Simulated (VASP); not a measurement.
Wanted: the native input for a VASP 6.6.1 run.

```yaml
Task: single point
Functional: LDA
Potentials_or_basis: VASP PAW LDA potentials, release 64 (Si)
Cutoff: 520 eV
k_mesh: 7 × 5 × 1
Occupations: fermi-dirac, width 0.02 eV
Spin: no spin polarisation
Dipole_correction: yes
Further_INCAR_settings: ALGO = Normal; EDIFF = 1e-06; NBANDS = 21
```

The structure of Si lies in POSCAR:

```
Si
1.0
    3.8197434381      0.0000000000      0.0000000000
    0.0000000000      5.4019329750      0.0000000000
    0.0000000000      0.0000000000     19.8197000000
Si
6
Direct
    0.7500000000      0.1162719829      0.4076206252
    0.2500000000      0.8837280171      0.4076206252
    0.2500000000      0.6226187183      0.5000000013
    0.7500000000      0.3773812817      0.5000000013
    0.7500000000      0.1162719803      0.5923793735
    0.2500000000      0.8837280197      0.5923793735
```

These files were run (other wordings do the same):

INCAR

```
SYSTEM = Si
PREC = Accurate
ENCUT = 520
EDIFF = 1E-6
ISMEAR = -1
SIGMA = 0.02
LREAL = .FALSE.
LASPH = .TRUE.
NELM = 100
ALGO = Normal
ISIF = 2
LWAVE = .FALSE.
LCHARG = .FALSE.
LDIPOL = .TRUE.
IDIPOL = 3
DIPOL = 0.5 0.5 0.500
GGA = CA
NBANDS = 21
```

KPOINTS

```
Automatic mesh
0
G
  7 5 1
  0 0 0
```

Potentials or basis: VASP PAW LDA potentials, release 64 (Si).

Command:

```sh
$ cat potpaw_LDA.64/Si/POTCAR > POTCAR
$ mpirun -np 1 vasp_std > vasp.out
```

Results of the run:

```
Largest force          : 0.005 eV/Å
Band gap on the k mesh : zero (bands 12 and 13 overlap by 0.26 eV)
```

Wall time 2.5 min on 1 thread of Intel Xeon 8259CL (shared host), peak memory 0.34 GiB.
